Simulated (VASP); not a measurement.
CdTe, 2 atoms in the cell. The structure is tetragonal, space group I-4m2 (No. 119). The conventional cell has a = 4.728 Å, b = 4.728 Å, c = 6.477 Å, α = 90.00°, β = 90.00°, γ = 90.00°. Cd (site symmetry -4m2) has 4 Te at 2.87 Å within 3.8 Å. Te (site symmetry -4m2) has 4 Cd at 2.87 Å within 3.8 Å.  This cell differs from its parent crystal: in-plane strain +0.02.

* Program: VASP 6.6.1
* Task: single point
* Functional: r2SCAN
* Potentials or basis: VASP PAW PBE potentials, release 64 (Cd, Te)
* Cutoff: 520 eV
* k mesh: 6 × 6 × 6
* Occupations: gaussian, width 0.01 eV
* Spin: no spin polarisation
* Dipole correction: no
* Further INCAR settings: ALGO = Normal; EDIFF = 1e-07; NBANDS = 16

Potentials or basis: VASP PAW PBE potentials, release 64 (Cd, Te).

Run with:

```console
$ cat potpaw_PBE.64/Cd/POTCAR potpaw_PBE.64/Te/POTCAR > POTCAR
$ cp INCAR.step1 INCAR
$ mpirun -np 1 vasp_std > vasp.out
$ cp INCAR.step2 INCAR
$ mpirun -np 1 vasp_std > vasp.out
```

Hardware: 1 thread of Intel(R) Xeon(R) 6975P-C (Granite Rapids) (shared host).

Question: How long does it take, and how much memory?

Answer: It took 88 s on 1 thread of Intel(R) Xeon(R) 6975P-C (Granite Rapids), with other jobs on the host, peak memory 0.23 GiB. Counts: k points 30.
